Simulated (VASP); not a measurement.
# Li3SiN2 (R-3m) in VASP: notebook

Li3SiN2 is run at these levels: PBE; tasks: single point.

Program: VASP 6.6.1. These are calculated values, not measurements. Logs are shortened: lines on timing, memory, paths and dates and some standing lists are left out, and cuts for length are marked.

## 1. The cell of the first run

The structure is trigonal, space group R-3m (No. 166). The conventional cell has a = 4.731 Å, b = 4.731 Å, c = 11.767 Å, α = 90.00°, β = 90.00°, γ = 120.00°. Li (site symmetry 2/m) has 4 Li at 2.37 Å and 2 Si at 2.39 Å and 6 N at 2.77 to 2.83 Å within 3.1 Å. Si (site symmetry -3m) has 6 Li at 2.39 Å and 6 N at 2.78 Å within 3.2 Å. N (site symmetry 3m) has 9 Li at 2.77 to 2.83 Å and 3 Si at 2.78 Å and 4 N at 2.88 to 2.92 Å within 3.7 Å.

The cell was built from a structure type or drawn by symmetry, and may not be a known phase.

## 2. Single point, PBE

Contents of INCAR:

```
SYSTEM = Li3SiN2
ALGO     = Normal         ! electronic algorithm
EDIFF    = 1E-6           ! SCF threshold, eV
ENCUT    = 520            ! plane-wave cutoff, eV
GGA      = PE             ! functional
ISIF     = 2              ! what is computed and relaxed
ISMEAR   = 0              ! smearing method
LASPH    = .True.         ! aspherical terms in the spheres
LCHARG   = .False.        ! write CHGCAR
LREAL    = .False.        ! projectors in reciprocal space
LWAVE    = .False.        ! write WAVECAR
NBANDS   = 20             ! bands
NELM     = 100            ! most SCF steps
PREC     = Accurate       ! precision mode
SIGMA    = 0.1            ! smearing width, eV
```

Contents of KPOINTS:

```
k-points
0
Gamma
  6 6 6
  0 0 0
```

Contents of POSCAR:

```
Li3SiN2
1.0
    2.3656571900      1.3658128100      3.9222825400
   -2.3656571900      1.3658128100      3.9222825400
    0.0000000000     -2.7316256300      3.9222825400
Li Si N
3 1 2
Direct
    0.0000000000      0.5000000000      0.5000000000
    0.5000000000      0.0000000000      0.5000000000
    0.5000000000      0.5000000000      0.0000000000
    0.5000000000      0.5000000000      0.5000000000
    0.8774220300      0.8774220300      0.8774220300
    0.1225779700      0.1225779700      0.1225779700
```

Potentials or basis: VASP PAW PBE potentials, release 64 (Li_sv, Si, N).

On the command line:

```bash
$ cat potpaw_PBE.64/Li_sv/POTCAR potpaw_PBE.64/Si/POTCAR potpaw_PBE.64/N/POTCAR > POTCAR
$ mpirun -np 1 vasp_std > vasp.out
```

OUTCAR:

```text
SYSTEM = Li3SiN2
   EDIFF = 1E-6
   ENCUT = 520
   GGA = PE
   ISIF = 2
   ISMEAR = 0
   LASPH = .True.
   LREAL = .False.
   NELM = 100
   PREC = Accurate

 ion  position               nearest neighbor table
   1  0.000  0.500  0.500-   3 2.37   3 2.37   2 2.37   2 2.37   4 2.39   4 2.39
   2  0.500  0.000  0.500-   3 2.37   3 2.37   1 2.37   1 2.37   4 2.39   4 2.39
   3  0.500  0.500  0.000-   1 2.37   2 2.37   2 2.37   1 2.37   4 2.39   4 2.39
   4  0.500  0.500  0.500-   1 2.39   2 2.39   2 2.39   1 2.39   3 2.39   3 2.39
   5  0.877  0.877  0.877-
   6  0.123  0.123  0.123-

  LATTYP: Found a trigonal (rhomboedric) cell.
 ALAT       =     4.7797572005
 COS(alpha) =     0.5100836370

  Lattice vectors:

 A1 = (   2.3656571900,   1.3658128100,   3.9222825400)
 A2 = (  -2.3656571900,   1.3658128100,   3.9222825400)
 A3 = (   0.0000000000,  -2.7316256300,   3.9222825400)

Analysis of symmetry for initial positions (statically):
=====================================================================
 Subroutine PRICEL returns:
 Original cell was already a primitive cell.

 Routine SETGRP: Setting up the symmetry group for a
 trigonal (rhombohedral) supercell.

 Subroutine GETGRP returns: Found 12 space group operations
 (whereof 12 operations were pure point group operations)
 out of a pool of 12 trial point group operations.

The static configuration has the point symmetry D_3d.

Analysis of symmetry for dynamics (positions and initial velocities):
=====================================================================
 Subroutine PRICEL returns:
 Original cell was already a primitive cell.

 Routine SETGRP: Setting up the symmetry group for a
 trigonal (rhombohedral) supercell.

 Subroutine GETGRP returns: Found 12 space group operations
 (whereof 12 operations were pure point group operations)
 out of a pool of 12 trial point group operations.

The dynamic configuration has the point symmetry D_3d.

 Subroutine INISYM returns: Found 12 space group operations
 (whereof 12 operations are pure point group operations),
 and found     1 'primitive' translations

----------------------------------------------------------------------------------------

                                     Primitive cell

  volume of cell :      76.0384

  direct lattice vectors                    reciprocal lattice vectors
     2.365657190  1.365812810  3.922282540     0.211357758  0.122027459  0.084984529
    -2.365657190  1.365812810  3.922282540    -0.211357758  0.122027459  0.084984529
     0.000000000 -2.731625630  3.922282540     0.000000000 -0.244054917  0.084984529

  length of vectors
     4.779757201  4.779757201  4.779757202     0.258428274  0.258428274  0.258428274

  position of ions in fractional coordinates (direct lattice)
     1.000000000  0.500000000  0.500000000
     0.500000000  1.000000000  0.500000000
     0.500000000  0.500000000  0.000000000
     0.500000000  0.500000000  0.500000000
     0.877422030  0.877422030  0.877422030
     0.122577970  0.122577970  0.122577970

  ion indices of the primitive-cell ions
   primitive index   ion index
                 1           1
                 2           2
                 3           3
                 4           4
                 5           5
                 6           6

----------------------------------------------------------------------------------------

 KPOINTS: k-points

Automatic generation of k-mesh.
 Grid dimensions read from file:
 generate k-points for:    6    6    6

 Generating k-lattice:

  Cartesian coordinates                     Fractional coordinates (reciprocal lattice)
     0.035226293  0.020337910  0.014164088     0.166666667 -0.000000000 -0.000000000
    -0.035226293  0.020337910  0.014164088    -0.000000000  0.166666667 -0.000000000
     0.000000000 -0.040675820  0.014164088     0.000000000  0.000000000  0.166666667

  Length of vectors
     0.043071379  0.043071379  0.043071379

  Shift w.r.t. Gamma in fractional coordinates (k-lattice)
     0.000000000  0.000000000  0.000000000

 Subroutine IBZKPT returns following result:
 ===========================================

 Found     32 irreducible k-points:

 Following reciprocal coordinates:
            Coordinates               Weight
  0.000000  0.000000  0.000000      1.000000
  0.166667  0.000000 -0.000000      6.000000
  0.333333  0.000000 -0.000000      6.000000
  0.500000  0.000000  0.000000      3.000000
  0.166667  0.166667 -0.000000      6.000000
  0.333333  0.166667  0.000000     12.000000
[... 16 lines left out ...]
  0.500000  0.500000  0.166667      6.000000
 -0.333333  0.500000  0.166667     12.000000
 [... further k-points ...]
   k-points           NKPTS =     32   k-points in BZ     NKDIM =     32   number of bands    NBANDS=     20
   number of dos      NEDOS =    301   number of ions     NIONS =      6
   total plane-waves  NPLWV =  46656
   dimension x,y,z NGX =    36 NGY =   36 NGZ =   36
   dimension x,y,z NGXF=    72 NGYF=   72 NGZF=   72
   ions per type =               3   1   2
   NGX,Y,Z   is equivalent  to a cutoff of  12.52, 12.52, 12.52 a.u.
   NGXF,Y,Z  is equivalent  to a cutoff of  25.04, 25.04, 25.04 a.u.
 SYSTEM =  Li3SiN2
   PREC   = accura    normal or accurate (medium, high low for compatibility)
   ISTART =      0    job   : 0-new  1-cont  2-samecut
   ICHARG =      2    charge: 1-file 2-atom 10-const
   ISPIN  =      1    spin polarized calculation?
   LNONCOLLINEAR =      F non collinear calculations
   LSORBIT =      F    spin-orbit coupling
   LASPH  =      T    aspherical Exc in radial PAW
   ENCUT  =  520.0 eV  38.22 Ry    6.18 a.u.   8.89  8.89  8.89*2*pi/ulx,y,z
   NELM   =    100;   NELMIN=  2; NELMDL= -5     # of ELM steps
   EDIFF  = 0.1E-05   stopping-criterion for ELM
   LREAL  =      F    real-space projection
   EDIFFG = 0.1E-04   stopping-criterion for IOM
   NSW    =      0    number of steps for IOM
   IBRION =     -1    ionic relax: 0-MD 1-quasi-New 2-CG
   NFREE  =      0    steps in history (QN), initial steepest desc. (CG)
   ISIF   =      2    stress and relaxation
   ISYM   =      2    0-nonsym 1-usesym 2-fastsym
   POTIM  = 0.5000    time-step for ionic-motion
   TEBEG  =    0.0;   TEEND  =   0.0 temperature during run
   PSTRESS=    0.0 pullay stress
   NELECT =      23.0000    total number of electrons
   NUPDOWN=      -1.0000    fix difference up-down
   EMIN   =  10.00;   EMAX   =-10.00  energy-range for DOS
   EFERMI =   0.00;   METHOD = LEGACY
   ISMEAR =     0;   SIGMA  =   0.10  broadening in eV -4-tet -1-fermi 0-gaus
   EFERMI_NEDOS =   21; number of points for ismear=-14 and -15
   IALGO  =     38    algorithm
   IMIX   =      4    mixing-type and parameters
     AMIX     =   0.40;   BMIX     =  1.00
     AMIX_MAG =   1.60;   BMIX_MAG =  1.00
  volume/ion in A,a.u.               =      12.67        85.52
  Fermi-wavevector in a.u.,A,eV,Ry     =   1.098938  2.076691 16.431267  1.207664
  Thomas-Fermi vector in A             =   2.235324
   LORBIT       =      0    0 simple, 1 ext, 2 COOP (PROOUT), +10 PAW based schemes
   GGA     = PE    functional components
   LHFCALC =     F    Hartree Fock is set to
   AEXX    =    0.0000 exact exchange contribution
   IVDW    =     0    specifies the selected vdW correction
   LEPSILON=     F    determine dielectric tensor
   LRPA    =     F    only Hartree local field effects (RPA)
 non-spin polarized calculation
 Gauss-broadening in eV      SIGMA  =   0.10
  energy-cutoff  :      520.00
  volume of cell :       76.04
 maximum number of plane-waves:      2061
   NGX = 17   NGY = 17   NGZ = 17

 number of electron      23.0000025 magnetization

 Free energy of the ion-electron system (eV)
  ---------------------------------------------------
  ext. energy  EPLUGINS =         0.00000000
  ---------------------------------------------------
  free energy    TOTEN  =       -20.88107708 eV

  energy without entropy =      -20.85791750  energy(sigma->0) =      -20.86949729

 E-fermi :   2.6285     XC(G=0):  -9.3307

 val. band max:        2.5932121294   @ k =   0.5000   0.3333   0.0000
 cond. band min:       2.6469805656   @ k =  -0.3333   0.1667   0.0000
 fundamental gap:      0.0537684361
 Fermi energy:         2.6284760946

 k-point     1 :       0.0000    0.0000    0.0000
  band No.  band energies     occupation
      1     -43.2125      2.00000
      2     -43.0859      2.00000
      3     -43.0859      2.00000
      4     -10.4523      2.00000
      5      -8.6328      2.00000
      6      -3.0382      2.00000
[... 12 lines left out ...]
     19       8.9747      0.00000
     20      10.1658      0.00000

 k-point     2 :       0.1667    0.0000   -0.0000
  band No.  band energies     occupation
      1     -43.2050      2.00000
      2     -43.0934      2.00000
      3     -43.0859      2.00000
      4     -10.3496      2.00000
      5      -8.7178      2.00000
      6      -3.4203      2.00000
[... 12 lines left out ...]
     19       9.0215      0.00000
     20      10.6296      0.00000

 k-point     3 :       0.3333    0.0000   -0.0000
  band No.  band energies     occupation
      1     -43.1858      2.00000
      2     -43.1127      2.00000
      3     -43.0860      2.00000
      4     -10.0908      2.00000
      5      -8.9386      2.00000
      6      -4.0629      2.00000
[... 12 lines left out ...]
     19       9.8212      0.00000
     20      11.0933      0.00000

 k-point     4 :       0.5000    0.0000    0.0000
  band No.  band energies     occupation
      1     -43.1703      2.00000
      2     -43.1283      2.00000
      3     -43.0860      2.00000
      4      -9.9035      2.00000
      5      -9.1058      2.00000
      6      -4.3426      2.00000
[... 12 lines left out ...]
     19      10.5190      0.00000
     20      10.8337      0.00000

 k-point     5 :       0.1667    0.1667   -0.0000
  band No.  band energies     occupation
      1     -43.2050      2.00000
      2     -43.0934      2.00000
      3     -43.0860      2.00000
      4     -10.3248      2.00000
      5      -8.7487      2.00000
      6      -3.4266      2.00000
[... 12 lines left out ...]
     19       9.1829      0.00000
     20      10.1810      0.00000

 k-point     6 :       0.3333    0.1667    0.0000
  band No.  band energies     occupation
      1     -43.1914      2.00000
      2     -43.1071      2.00000
      3     -43.0860      2.00000
      4     -10.1176      2.00000
      5      -8.9283      2.00000
      6      -3.9307      2.00000
[... 12 lines left out ...]
     19       9.6543      0.00000
     20      10.3858      0.00000

 k-point     7 :       0.5000    0.1667   -0.0000
  band No.  band energies     occupation
      1     -43.1703      2.00000
      2     -43.1282      2.00000
      3     -43.0861      2.00000
      4      -9.8620      2.00000
      5      -9.1440      2.00000
      6      -4.3837      2.00000
[... 12 lines left out ...]
     19      10.1491      0.00000
     20      10.7091      0.00000
[... 277 lines left out ...]
 k-point    20 :       0.5000    0.3333    0.1667
  band No.  band energies     occupation
      1     -43.1912      2.00000
      2     -43.1072      2.00000
      3     -43.0861      2.00000
      4      -9.9454      2.00000
      5      -9.1280      2.00000
      6      -3.9714      2.00000
[... 12 lines left out ...]
     19       9.4430      0.00000
     20      11.0617      0.00000

 k-point    21 :      -0.3333    0.3333    0.1667
  band No.  band energies     occupation
      1     -43.1701      2.00000
      2     -43.1283      2.00000
      3     -43.0861      2.00000
      4      -9.7099      2.00000
      5      -9.3069      2.00000
      6      -4.3908      2.00000
[... 12 lines left out ...]
     19       9.1812      0.00000
     20      11.6025      0.00000

 k-point    22 :      -0.1667    0.3333    0.1667
  band No.  band energies     occupation
      1     -43.1703      2.00000
      2     -43.1282      2.00000
      3     -43.0862      2.00000
      4      -9.8727      2.00000
      5      -9.1289      2.00000
      6      -4.3700      2.00000
[... 12 lines left out ...]
     19       9.3618      0.00000
     20      11.2140      0.00000

 k-point    23 :       0.5000    0.5000    0.1667
  band No.  band energies     occupation
      1     -43.1855      2.00000
      2     -43.1128      2.00000
      3     -43.0862      2.00000
      4      -9.7883      2.00000
      5      -9.2758      2.00000
      6      -4.0819      2.00000
[... 12 lines left out ...]
     19       9.8178      0.00000
     20      10.7213      0.00000

 k-point    24 :      -0.3333    0.5000    0.1667
  band No.  band energies     occupation
      1     -43.1701      2.00000
      2     -43.1283      2.00000
      3     -43.0862      2.00000
      4      -9.5332      2.00000
      5      -9.4874      2.00000
      6      -4.3851      2.00000
[... 12 lines left out ...]
     19       9.4748      0.00000
     20      11.1923      0.00000

 [... further k-points ...]
[... 5 lines left out ...]
  --------------------------------------------------------------------------------------
  -------------------------------------------------------------------------------------
  Total       -4.9197009     -4.9197009     -1.1211443      0.0000000      0.0000000      0.0000000
  in kB     -103.6611834   -103.6611831    -23.6232145      0.0000000      0.0000000      0.0000000
  external PRESSURE =     -76.9818604 kB  Pullay stress =       0.0000000 kB

 VOLUME and BASIS-vectors are now :
 -----------------------------------------------------------------------------
  energy-cutoff  :      520.00
  volume of cell :       76.04
      direct lattice vectors                 reciprocal lattice vectors
     2.365657190  1.365812810  3.922282540     0.211357758  0.122027459  0.084984529
    -2.365657190  1.365812810  3.922282540    -0.211357758  0.122027459  0.084984529
     0.000000000 -2.731625630  3.922282540     0.000000000 -0.244054917  0.084984529

 POSITION                                       TOTAL-FORCE (eV/Angst)
 -----------------------------------------------------------------------------------
     -1.18283     -0.68291      3.92228        -0.000000     -0.000000      0.000000
      1.18283     -0.68291      3.92228         0.000000      0.000000      0.000000
      0.00000      1.36581      3.92228        -0.000000     -0.000000      0.000000
      0.00000     -0.00000      5.88342        -0.000000      0.000000      0.000000
      0.00000     -0.00000     10.32449         0.000000      0.000000     -0.296753
      0.00000     -0.00000      1.44236         0.000000     -0.000000      0.296753
 -----------------------------------------------------------------------------------
    total drift:                               -0.000000      0.000000     -0.000000

  FREE ENERGIE OF THE ION-ELECTRON SYSTEM (eV)
  ---------------------------------------------------
  free  energy   TOTEN  =       -20.8810770846 eV

  energy  without entropy=      -20.8579174962  energy(sigma->0) =      -20.86949729
```

Run time: 31 s. Hardware: 1 thread of Intel Xeon 6975P-C (Granite Rapids), shared host; peak memory 0.21 GiB.

Results:

| Item | Value |
| --- | --- |
| Free energy | -20.8811 eV |
| Largest force | 0.297 eV/Å |
| Band gap on the k mesh | zero (an odd number of electrons rules out a gap without spin polarisation) |

Forces in eV/Å, atoms in the order of the input:
```
Li   0.000  0.000  0.000
Li   0.000  0.000  0.000
Li   0.000  0.000  0.000
Si   0.000  0.000  0.000
N    0.000  0.000 -0.297
N    0.000  0.000  0.297
```

Levels at points of the mesh, in eV from the Fermi level:
```tsv
k point	band 8	band 9	band 10	band 11	band 12	band 13	band 14	band 15	band 16	band 17
(0.00, 0.00, 0.00)	-1.95	-1.81	-1.59	-1.59	-1.35	-0.44	3.01	3.01	4.71	5.44
(0.50, 0.00, 0.00)	-2.37	-1.39	-0.89	-0.50	-0.38	0.25	2.41	3.40	4.17	5.77
(0.50, 0.50, 0.00)	-2.68	-2.40	-0.28	0.03	0.19	0.46	2.84	3.82	4.43	5.58
(0.50, 0.50, 0.50)	-2.24	-2.24	-1.36	-1.36	-0.18	0.65	3.29	3.29	3.71	5.92
```

Caveat: the cutoff is under 1.25 times the usual one of these potentials, so pressure, stress and relaxed cells hold a basis-set (Pulay) error.

## 3. Single point, PBE

This run uses another cell than the first one, of 10.41 Å³/atom.

Contents of INCAR:

```
SYSTEM = Li3SiN2
ALGO     = Normal         ! electronic algorithm
EDIFF    = 1E-7           ! SCF threshold, eV
ENCUT    = 520            ! plane-wave cutoff, eV
GGA      = PE             ! functional
ISIF     = 2              ! what is computed and relaxed
ISMEAR   = 0              ! smearing method
LASPH    = .TRUE.         ! aspherical terms in the spheres
LCHARG   = .FALSE.        ! write CHGCAR
LREAL    = .FALSE.        ! projectors in reciprocal space
LWAVE    = .FALSE.        ! write WAVECAR
NBANDS   = 20             ! bands
NELM     = 100            ! most SCF steps
PREC     = Accurate       ! precision mode
SIGMA    = 0.1            ! smearing width, eV
```

Contents of KPOINTS:

```
k-points
0
G
  12 12 12
  0 0 0
```

Contents of POSCAR:

```
Li3SiN2
1.0
    1.9348086821      1.1170623134      4.8151513471
   -1.9348086821      1.1170623134      4.8151513471
    0.0000000000     -2.2341246269      4.8151513471
Li Si N
3 1 2
Direct
    0.0000000000      0.5000000000      0.5000000000
    0.5000000000      0.0000000000      0.5000000000
    0.5000000000      0.5000000000      0.0000000000
    0.5000000000      0.5000000000      0.5000000000
    0.7702569897      0.7702569897      0.7702569897
    0.2297430103      0.2297430103      0.2297430103
```

Potentials or basis: VASP PAW PBE potentials, release 64 (Li_sv, Si, N).

On the command line:

```bash
$ cat potpaw_PBE.64/Li_sv/POTCAR potpaw_PBE.64/Si/POTCAR potpaw_PBE.64/N/POTCAR > POTCAR
$ mpirun -np 1 vasp_std > vasp.out
```

Wall time 5.9 min (1 thread of Intel Xeon 6975P-C (Granite Rapids), shared host); peak memory 0.36 GiB.

It converged, with:

```yaml
Free_energy: -22.9352 eV
Largest_force: 0.083 eV/Å
Band_gap_on_the_k_mesh: zero (an odd number of electrons rules out a gap without spin polarisation)
```

Forces on the atoms (eV/Å):
```
Li   0.000  0.000  0.000
Li   0.000  0.000  0.000
Li   0.000  0.000  0.000
Si   0.000  0.000  0.000
N    0.000  0.000  0.083
N    0.000  0.000 -0.083
```

Levels at points of the mesh, in eV from the Fermi level:
```csv
k point,band 7,band 8,band 9,band 10,band 11,band 12,band 13,band 14,band 15,band 16
"(0.00, 0.00, 0.00)",-2.14,-2.14,-1.95,-1.95,-1.86,-1.83,-1.36,2.91,2.91,3.97
"(0.50, 0.00, 0.00)",-4.65,-3.64,-2.73,-1.82,-1.37,0.56,0.91,3.27,5.34,5.80
"(0.50, 0.50, 0.00)",-4.47,-3.58,-1.90,-1.77,-1.46,-0.82,1.53,2.98,4.67,5.80
"(0.50, 0.50, 0.50)",-2.32,-2.32,-2.03,-1.84,-1.84,-1.33,0.79,3.66,4.36,4.36
```

Caveat: the cutoff is under 1.25 times the usual one of these potentials, so pressure, stress and relaxed cells hold a basis-set (Pulay) error.
